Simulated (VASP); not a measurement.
Here is a VASP 6.6.1 calculation.

INCAR

```
SYSTEM = CuO
ALGO     = Normal         ! electronic algorithm
EDIFF    = 1E-6           ! SCF threshold, eV
ENCUT    = 700            ! plane-wave cutoff, eV
GGA      = PE             ! functional
GGA_COMPAT= .False.      
ISIF     = 2              ! what is computed and relaxed
ISMEAR   = 0              ! smearing method
ISPIN    = 2              ! spin polarisation
LASPH    = .True.         ! aspherical terms in the spheres
LCHARG   = .True.         ! write CHGCAR
LELF     = .True.         ! ELF
LMAXMIX  = 4              ! l up to which the mixer works
LORBIT   = 11             ! projections on sites
LREAL    = .False.        ! projectors in reciprocal space
LVHAR    = .True.       
LWAVE    = .False.        ! write WAVECAR
MAGMOM   = 1 1 0 0        ! initial moments
NBANDS   = 37             ! bands
NELM     = 200            ! most SCF steps
PREC     = Accurate       ! precision mode
SIGMA    = 0.05           ! smearing width, eV
```

The input KPOINTS:

```
k-points
0
Gamma
  8 8 4
  0 0 0
```

File POSCAR:

```
CuO
1.0
    2.0913971992     -2.0703595512      0.1656466170
    2.0913971992      2.0703595512      0.1656466170
   -0.4013604736      0.0000000000      5.1383018330
Cu O
2 2
Direct
    0.0000000000      0.5000000000      0.0000000000
    0.5000000000      0.0000000000      0.5000000000
    0.4998576677      0.5001423323      0.2500000000
    0.5001423323      0.4998576677      0.7500000000
```

Potentials or basis: VASP PAW PBE potentials, release 64 (Cu_sv_GW, O).

The run is started by

```bash
$ cat potpaw_PBE.64/Cu_sv_GW/POTCAR potpaw_PBE.64/O/POTCAR > POTCAR
$ mpirun -np 1 vasp_std > vasp.out
```

**Question.** What does it give for the pressure?

**Answer.** -2.6 GPa.

**Question.** Estimate the band gap on the k mesh.

**Answer.** Zero (filled and empty bands overlap).

Forces in eV/Å, atoms in the order of the input:
```
Cu   0.000  0.000  0.000
Cu   0.000  0.000  0.000
O    0.000  0.003  0.000
O    0.000 -0.003  0.000
```

Caveat: semilocal functionals often make such compounds metallic where correlation or magnetic order opens a gap, which also shifts bond lengths. With open d or f shells a metallic result of PBE can be an artefact of self-interaction; +U or a hybrid may open a gap.
